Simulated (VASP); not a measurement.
Input of a VASP 6.6.1 run:

INCAR

```
PREC     = Accurate       # precision mode
ENCUT    = 520            # plane-wave cutoff, eV
EDIFF    = 1E-8           # SCF threshold, eV
ISMEAR   = -1             # smearing method
SIGMA    = 0.02           # smearing width, eV
LREAL    = F              # projectors in reciprocal space
LASPH    = T              # aspherical terms in the spheres
NELM     = 100            # most SCF steps
ALGO     = Normal         # electronic algorithm
ISIF     = 2              # what is computed and relaxed
LWAVE    = F              # write WAVECAR
LCHARG   = F              # write CHGCAR
GGA      = PE             # functional
LEFG     = T            
NBANDS   = 15             # bands
```

KPOINTS

```
regular mesh
0
Gamma
  8 8 8
```

File POSCAR:

```
SrO
1.0
    0.0000000000      2.5441020000      2.5698000000
    2.5441020000      0.0000000000      2.5698000000
    2.5441020000      2.5441020000      0.0000000000
Sr O
1 1
Direct
    0.0000000000      0.0000000000      0.0000000000
    0.5000000000      0.5000000000      0.5000000000
```

Potentials or basis: VASP PAW PBE potentials, release 64 (Sr_sv, O).

Run with:

```sh
$ cat potpaw_PBE.64/Sr_sv/POTCAR potpaw_PBE.64/O/POTCAR > POTCAR
$ mpirun -np 1 vasp_std > vasp.out
```

Estimate the band gap on the k mesh.

3.23 eV, indirect (least direct gap 3.30 eV).

Predict the pressure.

5.6 GPa.

Stress tensor (GPa, compression positive):
```
6.16 0.00 0.00
0.00 6.16 0.00
0.00 0.00 4.58
```

Caveat: the cell differs from its parent crystal (equal xx and yy strain of -1 %); without QUAD_EFG the Cq values of the log hold for a quadrupole moment of 1 mb, not for the nuclei. A k mesh can miss the band edges.
